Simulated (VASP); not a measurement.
A run of VASP 6.6.1:

Contents of INCAR:

```
SYSTEM = GaIr3
PREC = Accurate
ENCUT = 520
EDIFF = 1E-6
ISMEAR = 0
SIGMA = 0.1
LREAL = .False.
LASPH = .True.
NELM = 100
ALGO = Fast
ISIF = 2
LWAVE = .False.
LCHARG = .False.
GGA = PE
NBANDS = 28
```

The input KPOINTS:

```
regular mesh
0
Gamma
  4 4 6
  0 0 0
```

Contents of POSCAR:

```
GaIr3
1.0
    2.7803444673     -3.7709614318      0.0000000000
    2.7803444673      3.7709614318      0.0000000000
    0.0000000000      0.0000000000      2.7729463538
Ga Ir
1 3
Direct
    0.0000000000      0.0000000000      0.0000000000
    0.5000000000      0.5000000000      0.0000000000
    0.0000000000      0.5000000000      0.5000000000
    0.5000000000      0.0000000000      0.5000000000
```

Potentials or basis: VASP PAW PBE potentials, release 64 (Ga_d, Ir).

Launch:

```console
$ cat potpaw_PBE.64/Ga_d/POTCAR potpaw_PBE.64/Ir/POTCAR > POTCAR
$ mpirun -np 1 vasp_std > vasp.out
```

Hardware: 1 thread of Oxide Virtual Turin-like Processor (shared host).

**Question.** Estimate the wall time of this run.

**Answer.** Run time: 51 s on 1 thread of Oxide Virtual Turin-like Processor, with other jobs on the host, peak memory 0.17 GiB. Counts: scf iterations 16, k points 28.
